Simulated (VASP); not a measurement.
Ir: single point with PBE

Ir, a wire with vacuum:

```
Ir
1.0
    11.70000    0.00000    0.00000
     0.00000   13.20000    0.00000
     0.00000    0.00000    2.58309
Ir
4
Direct
  0.60623 0.50000 0.00000
  0.50000 0.64315 0.50000
  0.50000 0.35685 0.50000
  0.39377 0.50000 0.00000
```

```json
{
  "Program": "VASP 6.6.1",
  "Task": "single point",
  "Functional": "PBE",
  "Potentials or basis": "VASP PAW PBE potentials, release 64 (Ir_sv_GW)",
  "Cutoff": "420 eV",
  "k mesh": "1 × 1 × 20",
  "Occupations": "gaussian, width 0.05 eV",
  "Spin": "no spin polarisation",
  "Dipole correction": "no",
  "Second run": "valence_matched",
  "Further INCAR settings": "ALGO = Normal; EDIFF = 1e-06; NBANDS = 42"
}
```

```yaml
Largest_force: 0.041 eV/Å
Band_gap_on_the_k_mesh: zero (band 34 reaches -2.24 eV, above the bottom of band 35 at -2.99 eV)
```

Forces in eV/Å, atoms in the order of the input:
```
Ir   0.036  0.000  0.000
Ir   0.000  0.041  0.000
Ir   0.000 -0.041  0.000
Ir  -0.036  0.000  0.000
```

Levels at points of the mesh, in eV from the Fermi level:
```csv
k point,band 31,band 32,band 33,band 34,band 35,band 36,band 37,band 38,band 39,band 40
"(0.00, 0.00, 0.00)",-1.10,-0.72,-0.72,-0.47,-0.39,0.66,0.78,0.86,1.26,1.33
"(0.00, 0.00, 0.50)",-0.79,-0.55,0.22,0.30,0.96,1.07,3.31,3.66,4.33,4.96
```

It took 2.5 min on 1 thread of AMD EPYC 9R45 96-Core Processor (Zen 5), with other jobs on the host, peak memory 0.36 GiB.

Caveat: spin-orbit coupling is left out, which moves the levels of the heavy elements.
